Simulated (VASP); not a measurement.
Runs of VASP 6.6.1 on GdN. The structure is that of space group P-6m2 (No. 187), or close to it. The cells are those of the table. 

| cell | k mesh | gap on the mesh (eV) | pressure (GPa) | moment (μB) |
| --- | --- | --- | --- | --- |
| a = 3.304, b = 3.304, c = 3.225 Å, angles 90.0, 90.0, 120.0°, 2 atoms | 5 × 5 × 4 | 0.09 | -6.5 | (b) |
| a = 3.340, b = 3.340, c = 3.039 Å, angles 90.0, 90.0, 120.0°, 2 atoms | 10 × 10 × 10 | none | 0.5 | 7.01 |
| a = 3.385, b = 3.385, c = 3.073 Å, angles 90.0, 90.0, 120.0°, 2 atoms | 10 × 10 × 10 | none | -5.0 | 7.01 |
| a = 3.339, b = 3.339, c = 3.038 Å, angles 90.0, 90.0, 120.0°, 2 atoms | 5 × 5 × 5 | none | (a) | 7.02 |
| a = 3.339, b = 3.339, c = 3.038 Å, angles 90.0, 90.0, 120.0°, 2 atoms | 10 × 10 × 10 | none | 0.6 | 7.01 |

Alike in all rows: task single point; level LDA+U; potentials or basis VASP PAW PBE potentials, release 64 (Gd, N); spin collinear, ferromagnetic start; Gd f U = 6.0 eV; cutoff (eV) 520; smearing gaussian 0.05 eV.

Question: Fill in the values left out.

Answer: (a) 0.7; (b) 7.00.

Caveats: some runs use coarse meshes; the PAW data sets were made with another functional, which shifts forces and pressure a little; spin-orbit coupling is left out, which moves the levels of the heavy elements; a cell with one magnetic atom can't hold antiferromagnetic order, which such compounds often take; an odd mesh through Γ misses points on the zone boundary, where band edges can lie (at least some runs); the cell stands under tension (at least some runs).

A k mesh can miss the band edges, and the runs leave out spin-orbit coupling on Gd.

A gap of «none» marks levels without a gap at the run's occupations.
